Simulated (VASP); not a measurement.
# LiCl (Fm-3m) in VASP: single point with PBE

Aim: the single point of LiCl with PBE.

All numbers are computed with VASP 6.6.1; they aren't measurements. Logs are shortened: lines on timing, memory, paths and dates and some standing lists are left out, and cuts for length are marked.

## (1) The cell of the first run

The structure is cubic, space group Fm-3m (No. 225). The conventional cell has a = 5.148 Å, b = 5.148 Å, c = 5.148 Å, α = 90.00°, β = 90.00°, γ = 90.00°. Within 3.4 Å of Li (site symmetry m-3m) lie 6 Cl at 2.57 Å. Within 3.4 Å of Cl (site symmetry m-3m) lie 6 Li at 2.57 Å.

## (2) Single point, PBE

INCAR

```
SYSTEM = LiCl
PREC = Accurate
ENCUT = 520
EDIFF = 1E-6
ISMEAR = 0
SIGMA = 0.1
LREAL = .FALSE.
LASPH = .TRUE.
NELM = 80
ALGO = Normal
ISIF = 2
LWAVE = .FALSE.
LCHARG = .FALSE.
GGA = PE
NBANDS = 30
```

KPOINTS

```
regular mesh
0
G
  4 2 2
  0 0 0
```

POSCAR

```
LiCl
1.0
    0.0000000000      2.5741287790      2.5741287790
    5.1482575580      2.5741287790     -2.5741287790
   -5.1482575580      2.5741287790     -2.5741287790
Li Cl
4 4
Direct
    0.0000000000      0.0000000000      0.0000000000
    0.5000000000      0.5000000000      0.0000000000
    0.5000000000      1.0000000000      0.5000000000
    0.0000000000      0.5000000000      0.5000000000
    1.0000000000      0.2500000000      0.7500000000
    0.5000000000      0.7500000000      0.7500000000
    0.5000000000      0.2500000000      0.2500000000
    0.0000000000      0.7500000000      0.2500000000
```

Potentials or basis: VASP PAW PBE potentials, release 64 (Li_sv, Cl).

Run with:

```
> cat potpaw_PBE.64/Li_sv/POTCAR potpaw_PBE.64/Cl/POTCAR > POTCAR
> mpirun -np 1 vasp_std > vasp.out
```

OUTCAR:

```text
SYSTEM = LiCl
   PREC = Accurate
   ENCUT = 520
   EDIFF = 1E-6
   ISMEAR = 0
   LREAL = .FALSE.
   LASPH = .TRUE.
   NELM = 80
   ISIF = 2
   GGA = PE

 ion  position               nearest neighbor table
   1  0.000  0.000  0.000-   5 2.57   6 2.57   7 2.57   8 2.57   6 2.57   7 2.57
   2  0.500  0.500  0.000-   5 2.57   6 2.57   7 2.57   8 2.57   5 2.57   8 2.57
   3  0.500  0.000  0.500-   5 2.57   6 2.57   7 2.57   8 2.57   5 2.57   8 2.57
   4  0.000  0.500  0.500-   5 2.57   6 2.57   7 2.57   8 2.57   6 2.57   7 2.57
   5  0.000  0.250  0.750-   1 2.57   2 2.57   3 2.57   4 2.57   2 2.57   3 2.57
   6  0.500  0.750  0.750-   1 2.57   2 2.57   3 2.57   4 2.57   1 2.57   4 2.57
   7  0.500  0.250  0.250-   1 2.57   2 2.57   3 2.57   4 2.57   1 2.57   4 2.57
   8  0.000  0.750  0.250-   1 2.57   2 2.57   3 2.57   4 2.57   2 2.57   3 2.57

  LATTYP: Found a base centered orthorhombic cell.
 ALAT       =     7.2807356611
 B/A-ratio  =     1.4142135624
 C/A-ratio  =     0.5000000000

  Lattice vectors:

 A1 = (   5.1482575580,   2.5741287790,  -2.5741287790)
 A2 = (  -5.1482575580,   2.5741287790,  -2.5741287790)
 A3 = (   0.0000000000,   2.5741287790,   2.5741287790)

Analysis of symmetry for initial positions (statically):
=====================================================================
 Subroutine PRICEL returns following result:

  LATTYP: Found a face centered cubic cell.
 ALAT       =     5.1482575580

  Lattice vectors:

 A1 = (   2.5741287790,   0.0000000000,  -2.5741287790)
 A2 = (   0.0000000000,   2.5741287790,  -2.5741287790)
 A3 = (   2.5741287790,   2.5741287790,   0.0000000000)

   4 primitive cells build up your supercell.

 Routine SETGRP: Setting up the symmetry group for a
 base centered orthorhombic supercell.

 Subroutine GETGRP returns: Found  8 space group operations
 (whereof  8 operations were pure point group operations)
 out of a pool of  8 trial point group operations.

The static configuration has the point symmetry D_2h.

Analysis of symmetry for dynamics (positions and initial velocities):
=====================================================================
 Subroutine PRICEL returns following result:

  LATTYP: Found a face centered cubic cell.
 ALAT       =     5.1482575580

  Lattice vectors:

 A1 = (   2.5741287790,   0.0000000000,  -2.5741287790)
 A2 = (   0.0000000000,   2.5741287790,  -2.5741287790)
 A3 = (   2.5741287790,   2.5741287790,   0.0000000000)

   4 primitive cells build up your supercell.

 Routine SETGRP: Setting up the symmetry group for a
 base centered orthorhombic supercell.

 Subroutine GETGRP returns: Found  8 space group operations
 (whereof  8 operations were pure point group operations)
 out of a pool of  8 trial point group operations.

The dynamic configuration has the point symmetry D_2h.

 Subroutine INISYM returns: Found  8 space group operations
 (whereof  8 operations are pure point group operations),
 and found     4 'primitive' translations

----------------------------------------------------------------------------------------

                                     Primitive cell

  volume of cell :      34.1131

  direct lattice vectors                    reciprocal lattice vectors
     2.574128779  0.000000000 -2.574128779     0.194240476 -0.194240476 -0.194240476
     0.000000000  2.574128779 -2.574128779    -0.194240476  0.194240476 -0.194240476
     2.574128779  2.574128779  0.000000000     0.194240476  0.194240476  0.194240476

  length of vectors
     3.640367831  3.640367831  3.640367831     0.336434374  0.336434374  0.336434374

  position of ions in fractional coordinates (direct lattice)
     0.000000000  0.000000000  0.000000000
     0.500000000  0.500000000  0.500000000

  ion indices of the primitive-cell ions
   primitive index   ion index
                 1           1
                 2           5

----------------------------------------------------------------------------------------

 KPOINTS: regular mesh

Automatic generation of k-mesh.
 Grid dimensions read from file:
 generate k-points for:    4    2    2

 Generating k-lattice:

  Cartesian coordinates                     Fractional coordinates (reciprocal lattice)
     0.000000000  0.048560119  0.048560119     0.250000000  0.000000000  0.000000000
     0.048560119  0.048560119 -0.048560119     0.000000000  0.500000000  0.000000000
    -0.048560119  0.048560119 -0.048560119     0.000000000  0.000000000  0.500000000

  Length of vectors
     0.068674379  0.084108593  0.084108593

  Shift w.r.t. Gamma in fractional coordinates (k-lattice)
     0.000000000  0.000000000  0.000000000

 Subroutine IBZKPT returns following result:
 ===========================================

 Found      9 irreducible k-points:

 Following reciprocal coordinates:
            Coordinates               Weight
  0.000000  0.000000  0.000000      1.000000
  0.250000  0.000000  0.000000      2.000000
  0.500000  0.000000  0.000000      1.000000
  0.000000  0.500000  0.000000      2.000000
  0.250000  0.500000  0.000000      4.000000
  0.500000  0.500000  0.000000      2.000000
  0.000000  0.500000  0.500000      1.000000
  0.250000  0.500000  0.500000      2.000000
  0.500000  0.500000  0.500000      1.000000
   k-points           NKPTS =      9   k-points in BZ     NKDIM =      9   number of bands    NBANDS=     30
   number of dos      NEDOS =    301   number of ions     NIONS =      8
   total plane-waves  NPLWV =  64512
   dimension x,y,z NGX =    28 NGY =   48 NGZ =   48
   dimension x,y,z NGXF=    56 NGYF=   96 NGZF=   96
   ions per type =               4   4
   NGX,Y,Z   is equivalent  to a cutoff of  12.79, 12.66, 12.66 a.u.
   NGXF,Y,Z  is equivalent  to a cutoff of  25.57, 25.31, 25.31 a.u.
 SYSTEM =  LiCl
   PREC   = accura    normal or accurate (medium, high low for compatibility)
   ISTART =      0    job   : 0-new  1-cont  2-samecut
   ICHARG =      2    charge: 1-file 2-atom 10-const
   ISPIN  =      1    spin polarized calculation?
   LNONCOLLINEAR =      F non collinear calculations
   LSORBIT =      F    spin-orbit coupling
   LASPH  =      T    aspherical Exc in radial PAW
   ENCUT  =  520.0 eV  38.22 Ry    6.18 a.u.   6.77 11.72 11.72*2*pi/ulx,y,z
   NELM   =     80;   NELMIN=  2; NELMDL= -5     # of ELM steps
   EDIFF  = 0.1E-05   stopping-criterion for ELM
   LREAL  =      F    real-space projection
   EDIFFG = 0.1E-04   stopping-criterion for IOM
   NSW    =      0    number of steps for IOM
   IBRION =     -1    ionic relax: 0-MD 1-quasi-New 2-CG
   NFREE  =      0    steps in history (QN), initial steepest desc. (CG)
   ISIF   =      2    stress and relaxation
   ISYM   =      2    0-nonsym 1-usesym 2-fastsym
   POTIM  = 0.5000    time-step for ionic-motion
   TEBEG  =    0.0;   TEEND  =   0.0 temperature during run
   PSTRESS=    0.0 pullay stress
   NELECT =      40.0000    total number of electrons
   NUPDOWN=      -1.0000    fix difference up-down
   EMIN   =  10.00;   EMAX   =-10.00  energy-range for DOS
   EFERMI =   0.00;   METHOD = LEGACY
   ISMEAR =     0;   SIGMA  =   0.10  broadening in eV -4-tet -1-fermi 0-gaus
   EFERMI_NEDOS =   21; number of points for ismear=-14 and -15
   IALGO  =     38    algorithm
   IMIX   =      4    mixing-type and parameters
     AMIX     =   0.40;   BMIX     =  1.00
     AMIX_MAG =   1.60;   BMIX_MAG =  1.00
  volume/ion in A,a.u.               =      17.06       115.10
  Fermi-wavevector in a.u.,A,eV,Ry     =   1.087513  2.055102 16.091408  1.182685
  Thomas-Fermi vector in A             =   2.223674
   LORBIT       =      0    0 simple, 1 ext, 2 COOP (PROOUT), +10 PAW based schemes
   GGA     = PE    functional components
   LHFCALC =     F    Hartree Fock is set to
   AEXX    =    0.0000 exact exchange contribution
   IVDW    =     0    specifies the selected vdW correction
   LEPSILON=     F    determine dielectric tensor
   LRPA    =     F    only Hartree local field effects (RPA)
 non-spin polarized calculation
 Gauss-broadening in eV      SIGMA  =   0.10
  energy-cutoff  :      520.00
  volume of cell :      136.45
 maximum number of plane-waves:      3702
 NGX is ok and might be reduce to    28
   NGX = 13   NGY = 23   NGZ = 23

 number of electron      39.9999989 magnetization

 Free energy of the ion-electron system (eV)
  ---------------------------------------------------
  ext. energy  EPLUGINS =         0.00000000
  ---------------------------------------------------
  free energy    TOTEN  =       -29.53171773 eV

  energy without entropy =      -29.53171773  energy(sigma->0) =      -29.53171773

 E-fermi :   0.9891     XC(G=0):  -8.6824

 val. band max:        0.5014344131   @ k =   0.0000   0.0000   0.0000
 cond. band min:       6.7778153562   @ k =   0.0000   0.0000   0.0000
 fundamental gap:      6.2763809431
 Fermi energy:         0.9891441076

 k-point     1 :       0.0000    0.0000    0.0000
  band No.  band energies     occupation
      1     -43.0463      2.00000
      2     -43.0437      2.00000
      3     -43.0437      2.00000
      4     -43.0430      2.00000
      5     -12.8569      2.00000
      6     -12.3021      2.00000
[... 22 lines left out ...]
     29       9.9938      0.00000
     30      12.4285      0.00000

 k-point     2 :       0.2500    0.0000    0.0000
  band No.  band energies     occupation
      1     -43.0453      2.00000
      2     -43.0433      2.00000
      3     -43.0433      2.00000
      4     -43.0430      2.00000
      5     -12.6702      2.00000
      6     -12.1907      2.00000
[... 22 lines left out ...]
     29      11.0221      0.00000
     30      11.0221      0.00000

 k-point     3 :       0.5000    0.0000    0.0000
  band No.  band energies     occupation
      1     -43.0437      2.00000
      2     -43.0437      2.00000
      3     -43.0430      2.00000
      4     -43.0430      2.00000
      5     -12.2992      2.00000
      6     -12.2992      2.00000
[... 22 lines left out ...]
     29      10.7010      0.00000
     30      10.7015      0.00000

 k-point     4 :       0.0000    0.5000    0.0000
  band No.  band energies     occupation
      1     -43.0450      2.00000
      2     -43.0450      2.00000
      3     -43.0433      2.00000
      4     -43.0433      2.00000
      5     -12.5954      2.00000
      6     -12.5954      2.00000
[... 22 lines left out ...]
     29      11.1791      0.00000
     30      11.1970      0.00000

 k-point     5 :       0.2500    0.5000    0.0000
  band No.  band energies     occupation
      1     -43.0443      2.00000
      2     -43.0443      2.00000
      3     -43.0431      2.00000
      4     -43.0431      2.00000
      5     -12.4419      2.00000
      6     -12.4419      2.00000
[... 22 lines left out ...]
     29      10.3404      0.00000
     30      10.3406      0.00000

 k-point     6 :       0.5000    0.5000    0.0000
  band No.  band energies     occupation
      1     -43.0433      2.00000
      2     -43.0433      2.00000
      3     -43.0433      2.00000
      4     -43.0433      2.00000
      5     -12.1880      2.00000
      6     -12.1880      2.00000
[... 22 lines left out ...]
     29      11.3812      0.00000
     30      11.3813      0.00000

 k-point     7 :       0.0000    0.5000    0.5000
  band No.  band energies     occupation
      1     -43.0445      2.00000
      2     -43.0445      2.00000
      3     -43.0437      2.00000
      4     -43.0437      2.00000
      5     -12.4974      2.00000
      6     -12.4974      2.00000
[... 22 lines left out ...]
     29      10.6800      0.00000
     30      10.6823      0.00000

 k-point     8 :       0.2500    0.5000    0.5000
  band No.  band energies     occupation
      1     -43.0441      2.00000
      2     -43.0441      2.00000
      3     -43.0434      2.00000
      4     -43.0434      2.00000
      5     -12.4022      2.00000
      6     -12.4022      2.00000
[... 22 lines left out ...]
     29      10.7702      0.00000
     30      10.7702      0.00000

 k-point     9 :       0.5000    0.5000    0.5000
  band No.  band energies     occupation
      1     -43.0437      2.00000
      2     -43.0437      2.00000
      3     -43.0430      2.00000
      4     -43.0430      2.00000
      5     -12.3021      2.00000
      6     -12.3021      2.00000
[... 22 lines left out ...]
     29       9.9938      0.00000
     30       9.9938      0.00000

------------------------ aborting loop because EDIFF is reached ----------------------------------------

  FORCE on cell =-STRESS in cart. coord.  units (eV):
  Direction    XX          YY          ZZ          XY          YZ          ZX
  --------------------------------------------------------------------------------------
  -------------------------------------------------------------------------------------
  Total       -0.0683156      0.0039279      0.0039279     -0.0000000      0.0047714     -0.0000000
  in kB       -0.8021389      0.0461205      0.0461205     -0.0000000      0.0560246     -0.0000000
  external PRESSURE =      -0.2366326 kB  Pullay stress =       0.0000000 kB

 VOLUME and BASIS-vectors are now :
 -----------------------------------------------------------------------------
  energy-cutoff  :      520.00
  volume of cell :      136.45
      direct lattice vectors                 reciprocal lattice vectors
     0.000000000  2.574128779  2.574128779     0.000000000  0.194240476  0.194240476
     5.148257558  2.574128779 -2.574128779     0.097120238  0.097120238 -0.097120238
    -5.148257558  2.574128779 -2.574128779    -0.097120238  0.097120238 -0.097120238

 POSITION                                       TOTAL-FORCE (eV/Angst)
 -----------------------------------------------------------------------------------
      0.00000      0.00000      0.00000        -0.000000     -0.000000     -0.000000
      2.57413      2.57413      0.00000         0.000000     -0.000000     -0.000000
     -2.57413      2.57413      0.00000         0.000000      0.000000      0.000000
      0.00000      2.57413     -2.57413        -0.000000      0.000000      0.000000
     -2.57413      2.57413     -2.57413        -0.000000     -0.000000     -0.000000
      0.00000      5.14826     -2.57413         0.000000      0.000000      0.000000
      0.00000      2.57413      0.00000         0.000000     -0.000000     -0.000000
      2.57413      2.57413     -2.57413         0.000000     -0.000000     -0.000000
 -----------------------------------------------------------------------------------
    total drift:                                0.000000      0.000000     -0.000000

  FREE ENERGIE OF THE ION-ELECTRON SYSTEM (eV)
  ---------------------------------------------------
  free  energy   TOTEN  =       -29.5317177264 eV

  energy  without entropy=      -29.5317177264  energy(sigma->0) =      -29.53171773
```

Wall time 56 s (1 thread of Intel Xeon Platinum 8375C at 2.90GHz (Ice Lake), shared host); peak memory 0.23 GiB.

What came out:

- Free energy: -29.5317 eV
- Band gap on the k mesh: 6.28 eV

Levels at points of the mesh, in eV from the valence-band top:
```csv
k point,band 17,band 18,band 19,band 20,band 21,band 22,band 23,band 24
"(0.00, 0.00, 0.00)",-0.25,0.00,0.00,0.00,6.28,6.75,6.75,7.86
"(0.50, 0.00, 0.00)",-1.04,-1.04,-0.27,-0.27,8.16,8.16,9.51,9.51
"(0.00, 0.50, 0.00)",-0.13,-0.13,-0.13,-0.13,7.18,7.18,8.16,8.16
"(0.50, 0.50, 0.00)",-0.70,-0.70,-0.70,-0.70,8.16,8.16,8.16,8.16
"(0.00, 0.50, 0.50)",-0.58,-0.58,-0.28,-0.28,8.16,8.16,8.48,8.48
"(0.50, 0.50, 0.50)",-0.25,-0.25,-0.25,-0.25,6.75,6.75,7.86,7.86
```

Caveat: the k points lie up to 0.53 Å⁻¹ apart; the cutoff is under 1.25 times the usual one of these potentials, so pressure, stress and relaxed cells hold a basis-set (Pulay) error. A k mesh can miss the band edges.
